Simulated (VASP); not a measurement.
# Zr (P6_3/mmc) in VASP: further runs

Zr is run at these levels: PBE, LDA; tasks: single point, relaxation of cell and atoms.

Program: VASP 6.6.1. These are calculated values, not measurements. Logs are shortened: lines on timing, memory, paths and dates and some standing lists are left out, and cuts for length are marked.

## (1) The cell of the first run

It takes space group P6_3/mmc (No. 194, hexagonal). The conventional cell has a = 3.232 Å, b = 3.232 Å, c = 5.147 Å, α = 90.00°, β = 90.00°, γ = 120.00°. Within 4.2 Å of Zr (site symmetry -6m2) lie 12 Zr at 3.18 to 3.23 Å.

## (2) Single point, PBE

Input file INCAR:

```
ALGO = Normal
EDIFF = 1E-6
ENCUT = 520
GGA = PE
ISIF = 2
ISMEAR = 0
LASPH = T
LCHARG = F
LREAL = F
LWAVE = F
NBANDS = 19
NELM = 80
PREC = Accurate
SIGMA = 0.027000000000000003
```

Input file KPOINTS:

```
k-points
0
Gamma
  9 9 5
```

Input file POSCAR:

```
Zr
1.0
    3.2320000000      0.0000000000      0.0000000000
   -1.6160000000      2.7989941050      0.0000000000
    0.0000000000      0.0000000000      5.1470000000
Zr
2
Direct
    0.6666666667      0.3333333333      0.7500000000
    0.3333333333      0.6666666667      0.2500000000
```

Potentials or basis: VASP PAW PBE potentials, release 64 (Zr_sv).

Launch:

```sh
$ cat potpaw_PBE.64/Zr_sv/POTCAR > POTCAR
$ mpirun -np 1 vasp_std > vasp.out
```

OUTCAR:

```text
EDIFF = 1E-6
   ENCUT = 520
   GGA = PE
   ISIF = 2
   ISMEAR = 0
   LASPH = T
   LREAL = F
   NELM = 80
   PREC = Accurate

 ion  position               nearest neighbor table
   1  0.667  0.333  0.750-   2 3.18   2 3.18   2 3.18   2 3.18   2 3.18   2 3.18
   2  0.333  0.667  0.250-   1 3.18   1 3.18   1 3.18   1 3.18   1 3.18   1 3.18

  LATTYP: Found a hexagonal cell.
 ALAT       =     3.2320000000
 C/A-ratio  =     1.5925123762

  Lattice vectors:

 A1 = (   3.2320000000,   0.0000000000,   0.0000000000)
 A2 = (  -1.6160000000,   2.7989941050,   0.0000000000)
 A3 = (   0.0000000000,   0.0000000000,   5.1470000000)

Analysis of symmetry for initial positions (statically):
=====================================================================
 Subroutine PRICEL returns:
 Original cell was already a primitive cell.

 Routine SETGRP: Setting up the symmetry group for a
 hexagonal supercell.

 Subroutine GETGRP returns: Found 24 space group operations
 (whereof 12 operations were pure point group operations)
 out of a pool of 24 trial point group operations.

The static configuration has the point symmetry D_3d.
 The point group associated with its full space group is D_6h.

Analysis of symmetry for dynamics (positions and initial velocities):
=====================================================================
 Subroutine PRICEL returns:
 Original cell was already a primitive cell.

 Routine SETGRP: Setting up the symmetry group for a
 hexagonal supercell.

 Subroutine GETGRP returns: Found 24 space group operations
 (whereof 12 operations were pure point group operations)
 out of a pool of 24 trial point group operations.

The dynamic configuration has the point symmetry D_3d.
 The point group associated with its full space group is D_6h.

 Subroutine INISYM returns: Found 24 space group operations
 (whereof 12 operations are pure point group operations),
 and found     1 'primitive' translations

----------------------------------------------------------------------------------------

                                     Primitive cell

  volume of cell :      46.5616

  direct lattice vectors                    reciprocal lattice vectors
     3.232000000  0.000000000  0.000000000     0.309405941  0.178635603  0.000000000
    -1.616000000  2.798994105  0.000000000     0.000000000  0.357271206  0.000000000
     0.000000000  0.000000000  5.147000000     0.000000000  0.000000000  0.194287935

  length of vectors
     3.232000000  3.232000000  5.147000000     0.357271206  0.357271206  0.194287935

  position of ions in fractional coordinates (direct lattice)
     0.666666667  0.333333333  0.750000000
     0.333333333  0.666666667  0.250000000

  ion indices of the primitive-cell ions
   primitive index   ion index
                 1           1
                 2           2

----------------------------------------------------------------------------------------

 KPOINTS: k-points

Automatic generation of k-mesh.
 Grid dimensions read from file:
 generate k-points for:    9    9    5

 Generating k-lattice:

  Cartesian coordinates                     Fractional coordinates (reciprocal lattice)
     0.034378438  0.019848400  0.000000000     0.111111111  0.000000000  0.000000000
     0.000000000  0.039696801  0.000000000     0.000000000  0.111111111  0.000000000
     0.000000000  0.000000000  0.038857587     0.000000000  0.000000000  0.200000000

  Length of vectors
     0.039696801  0.039696801  0.038857587

  Shift w.r.t. Gamma in fractional coordinates (k-lattice)
     0.000000000  0.000000000  0.000000000

 Subroutine IBZKPT returns following result:
 ===========================================

 Found     36 irreducible k-points:

 Following reciprocal coordinates:
            Coordinates               Weight
  0.000000  0.000000  0.000000      1.000000
  0.111111  0.000000  0.000000      6.000000
  0.222222  0.000000  0.000000      6.000000
  0.333333  0.000000  0.000000      6.000000
  0.444444  0.000000  0.000000      6.000000
  0.111111  0.111111  0.000000      6.000000
[... 16 lines left out ...]
  0.333333  0.222222  0.200000     24.000000
  0.333333  0.333333  0.200000      4.000000
 [... further k-points ...]
   k-points           NKPTS =     36   k-points in BZ     NKDIM =     36   number of bands    NBANDS=     19
   number of dos      NEDOS =    301   number of ions     NIONS =      2
   total plane-waves  NPLWV =  23040
   dimension x,y,z NGX =    24 NGY =   24 NGZ =   40
   dimension x,y,z NGXF=    48 NGYF=   48 NGZF=   80
   ions per type =               2
   NGX,Y,Z   is equivalent  to a cutoff of  12.34, 12.34, 12.92 a.u.
   NGXF,Y,Z  is equivalent  to a cutoff of  24.69, 24.69, 25.84 a.u.
 SYSTEM =  unknown system
   PREC   = accura    normal or accurate (medium, high low for compatibility)
   ISTART =      0    job   : 0-new  1-cont  2-samecut
   ICHARG =      2    charge: 1-file 2-atom 10-const
   ISPIN  =      1    spin polarized calculation?
   LNONCOLLINEAR =      F non collinear calculations
   LSORBIT =      F    spin-orbit coupling
   LASPH  =      T    aspherical Exc in radial PAW
   ENCUT  =  520.0 eV  38.22 Ry    6.18 a.u.   6.01  6.01  9.57*2*pi/ulx,y,z
   NELM   =     80;   NELMIN=  2; NELMDL= -5     # of ELM steps
   EDIFF  = 0.1E-05   stopping-criterion for ELM
   LREAL  =      F    real-space projection
   EDIFFG = 0.1E-04   stopping-criterion for IOM
   NSW    =      0    number of steps for IOM
   IBRION =     -1    ionic relax: 0-MD 1-quasi-New 2-CG
   NFREE  =      0    steps in history (QN), initial steepest desc. (CG)
   ISIF   =      2    stress and relaxation
   ISYM   =      2    0-nonsym 1-usesym 2-fastsym
   POTIM  = 0.5000    time-step for ionic-motion
   TEBEG  =    0.0;   TEEND  =   0.0 temperature during run
   PSTRESS=    0.0 pullay stress
   NELECT =      24.0000    total number of electrons
   NUPDOWN=      -1.0000    fix difference up-down
   EMIN   =  10.00;   EMAX   =-10.00  energy-range for DOS
   EFERMI =   0.00;   METHOD = LEGACY
   ISMEAR =     0;   SIGMA  =   0.03  broadening in eV -4-tet -1-fermi 0-gaus
   EFERMI_NEDOS =   21; number of points for ismear=-14 and -15
   IALGO  =     38    algorithm
   IMIX   =      4    mixing-type and parameters
     AMIX     =   0.40;   BMIX     =  1.00
     AMIX_MAG =   1.60;   BMIX_MAG =  1.00
  volume/ion in A,a.u.               =      23.28       157.11
  Fermi-wavevector in a.u.,A,eV,Ry     =   1.312611  2.480475 23.442130  1.722948
  Thomas-Fermi vector in A             =   2.442991
   LORBIT       =      0    0 simple, 1 ext, 2 COOP (PROOUT), +10 PAW based schemes
   GGA     = PE    functional components
   LHFCALC =     F    Hartree Fock is set to
   AEXX    =    0.0000 exact exchange contribution
   IVDW    =     0    specifies the selected vdW correction
   LEPSILON=     F    determine dielectric tensor
   LRPA    =     F    only Hartree local field effects (RPA)
 non-spin polarized calculation
 Gauss-broadening in eV      SIGMA  =   0.03
  energy-cutoff  :      520.00
  volume of cell :       46.56
 maximum number of plane-waves:      1284
   NGX = 13   NGY = 13   NGZ = 19

 number of electron      24.0000000 magnetization

 Free energy of the ion-electron system (eV)
  ---------------------------------------------------
  ext. energy  EPLUGINS =         0.00000000
  ---------------------------------------------------
  free energy    TOTEN  =       -17.04465902 eV

  energy without entropy =      -17.04349405  energy(sigma->0) =      -17.04407654

 E-fermi :   9.0317     XC(G=0): -11.0829

 val. band max:        9.0300307006   @ k =   0.1111   0.0000   0.4000
 cond. band min:       9.0357738936   @ k =   0.2222   0.2222   0.4000
 fundamental gap:      0.0057431930
 Fermi energy:         9.0316637592

 k-point     1 :       0.0000    0.0000    0.0000
  band No.  band energies     occupation
      1     -39.8511      2.00000
      2     -39.6967      2.00000
      3     -18.3742      2.00000
      4     -17.5037      2.00000
      5     -17.5037      2.00000
      6     -17.3681      2.00000
[... 11 lines left out ...]
     18      11.1265      0.00000
     19      13.4216      0.00000

 k-point     2 :       0.1111    0.0000    0.0000
  band No.  band energies     occupation
      1     -39.8373      2.00000
      2     -39.6911      2.00000
      3     -18.3369      2.00000
      4     -17.5852      2.00000
      5     -17.5303      2.00000
      6     -17.4465      2.00000
[... 11 lines left out ...]
     18      10.8456      0.00000
     19      13.6255      0.00000

 k-point     3 :       0.2222    0.0000    0.0000
  band No.  band energies     occupation
      1     -39.8010      2.00000
      2     -39.6780      2.00000
      3     -18.2339      2.00000
      4     -17.7915      2.00000
      5     -17.6506      2.00000
      6     -17.5942      2.00000
[... 11 lines left out ...]
     18      11.6882      0.00000
     19      13.9626      0.00000

 k-point     4 :       0.3333    0.0000    0.0000
  band No.  band energies     occupation
      1     -39.7558      2.00000
      2     -39.6667      2.00000
      3     -18.0921      2.00000
      4     -18.0247      2.00000
      5     -17.8691      2.00000
      6     -17.6628      2.00000
[... 11 lines left out ...]
     18      12.8890      0.00000
     19      14.1857      0.00000

 k-point     5 :       0.4444    0.0000    0.0000
  band No.  band energies     occupation
      1     -39.7210      2.00000
      2     -39.6645      2.00000
      3     -18.1752      2.00000
      4     -18.0054      2.00000
      5     -17.9652      2.00000
      6     -17.7058      2.00000
[... 11 lines left out ...]
     18      14.2269      0.00000
     19      14.2782      0.00000

 k-point     6 :       0.1111    0.1111    0.0000
  band No.  band energies     occupation
      1     -39.8123      2.00000
      2     -39.6817      2.00000
      3     -18.2666      2.00000
      4     -17.7054      2.00000
      5     -17.6469      2.00000
      6     -17.5268      2.00000
[... 11 lines left out ...]
     18      11.5369      0.00000
     19      13.7949      0.00000

 k-point     7 :       0.2222    0.1111    0.0000
  band No.  band energies     occupation
      1     -39.7713      2.00000
      2     -39.6698      2.00000
      3     -18.1430      2.00000
      4     -17.9073      2.00000
      5     -17.8207      2.00000
      6     -17.6281      2.00000
[... 11 lines left out ...]
     18      12.7565      0.00000
     19      13.9672      0.00000

 k-point     8 :       0.3333    0.1111    0.0000
  band No.  band energies     occupation
      1     -39.7301      2.00000
      2     -39.6641      2.00000
      3     -18.0976      2.00000
      4     -18.0010      2.00000
      5     -17.9509      2.00000
      6     -17.7208      2.00000
[... 256 lines left out ...]
 k-point    20 :       0.3333    0.1111    0.2000
  band No.  band energies     occupation
      1     -39.7238      2.00000
      2     -39.6704      2.00000
      3     -18.1786      2.00000
      4     -18.0361      2.00000
      5     -17.8537      2.00000
      6     -17.7050      2.00000
[... 11 lines left out ...]
     18      13.5938      0.00000
     19      14.4521      0.00000

 k-point    21 :       0.4444    0.1111    0.2000
  band No.  band energies     occupation
      1     -39.7058      2.00000
      2     -39.6698      2.00000
      3     -18.2274      2.00000
      4     -18.0817      2.00000
      5     -17.8441      2.00000
      6     -17.7088      2.00000
[... 11 lines left out ...]
     18      14.0893      0.00000
     19      14.9027      0.00000

 k-point    22 :       0.2222    0.2222    0.2000
  band No.  band energies     occupation
      1     -39.7269      2.00000
      2     -39.6708      2.00000
      3     -18.1173      2.00000
      4     -18.0299      2.00000
      5     -17.8122      2.00000
      6     -17.7592      2.00000
[... 11 lines left out ...]
     18      13.6384      0.00000
     19      14.5424      0.00000

 k-point    23 :       0.3333    0.2222    0.2000
  band No.  band energies     occupation
      1     -39.6987      2.00000
      2     -39.6704      2.00000
      3     -18.1385      2.00000
      4     -18.0500      2.00000
      5     -17.8939      2.00000
      6     -17.7424      2.00000
[... 11 lines left out ...]
     18      14.0439      0.00000
     19      15.4552      0.00000

 k-point    24 :       0.3333    0.3333    0.2000
  band No.  band energies     occupation
      1     -39.6796      2.00000
      2     -39.6796      2.00000
      3     -18.0346      2.00000
      4     -18.0273      2.00000
      5     -18.0273      2.00000
      6     -17.7747      2.00000
[... 11 lines left out ...]
     18      13.3869      0.00000
     19      15.7064      0.00000

 [... further k-points ...]
[... 5 lines left out ...]
  --------------------------------------------------------------------------------------
  -------------------------------------------------------------------------------------
  Total        0.0746992      0.0746992      0.3880714      0.0000000      0.0000000      0.0000000
  in kB        2.5703895      2.5703895     13.3534894      0.0000000      0.0000000      0.0000000
  external PRESSURE =       6.1647561 kB  Pullay stress =       0.0000000 kB

 VOLUME and BASIS-vectors are now :
 -----------------------------------------------------------------------------
  energy-cutoff  :      520.00
  volume of cell :       46.56
      direct lattice vectors                 reciprocal lattice vectors
     3.232000000  0.000000000  0.000000000     0.309405941  0.178635603  0.000000000
    -1.616000000  2.798994105  0.000000000     0.000000000  0.357271206  0.000000000
     0.000000000  0.000000000  5.147000000     0.000000000  0.000000000  0.194287935

 POSITION                                       TOTAL-FORCE (eV/Angst)
 -----------------------------------------------------------------------------------
      1.61600      0.93300      3.86025        -0.000000     -0.000000      0.000000
     -0.00000      1.86600      1.28675         0.000000      0.000000      0.000000
 -----------------------------------------------------------------------------------
    total drift:                               -0.000000      0.000000     -0.000000

  FREE ENERGIE OF THE ION-ELECTRON SYSTEM (eV)
  ---------------------------------------------------
  free  energy   TOTEN  =       -17.0446590219 eV

  energy  without entropy=      -17.0434940483  energy(sigma->0) =      -17.04407654
```

Run time: 35 s. Hardware: 1 thread of AMD EPYC 7R13, shared host; peak memory 0.14 GiB.

Results:

```
Free energy            : -17.0447 eV
Pressure               : 0.6 GPa
Band gap on the k mesh : zero (band 12 reaches 9.85 eV, above the bottom of band 13 at 8.74 eV)
```

## (3) Single point, PBE

Input file INCAR:

```
SYSTEM = Zr
PREC = Accurate ; ENCUT = 520
EDIFF = 1E-6 ; ISMEAR = 0
SIGMA = 0.028000000000000004 ; LREAL = .False.
LASPH = .True. ; NELM = 60
ALGO = Normal ; ISIF = 2
LWAVE = .False. ; LCHARG = .False.
GGA = PE ; NBANDS = 19
```

Input file KPOINTS:

```
regular mesh
0
Gamma
  9 9 5
  0 0 0
```

POSCAR is that of step 2.

Potentials or basis: VASP PAW PBE potentials, release 64 (Zr_sv).

Launch:

```sh
$ cat potpaw_PBE.64/Zr_sv/POTCAR > POTCAR
$ mpirun -np 1 vasp_std > vasp.out
```

It took 36 s on 1 thread of AMD EPYC 7R13, shared host; peak memory 0.14 GiB.

The run converged. Its results:

| Item | Value |
| --- | --- |
| Free energy | -17.0447 eV |
| Pressure | 0.6 GPa |
| Band gap on the k mesh | zero (band 12 reaches 9.85 eV, above the bottom of band 13 at 8.74 eV) |

Stress tensor (GPa, compression positive):
```
0.26 0.00 0.00
0.00 0.26 0.00
0.00 0.00 1.33
```

Levels at points of the mesh, in eV from the Fermi level:
```tsv
k point	band 10	band 11	band 12	band 13	band 14	band 15
(0.00, 0.00, 0.00)	-3.07	0.82	0.82	0.97	1.13	1.52
```

(Part 1 of 2 ends here.)
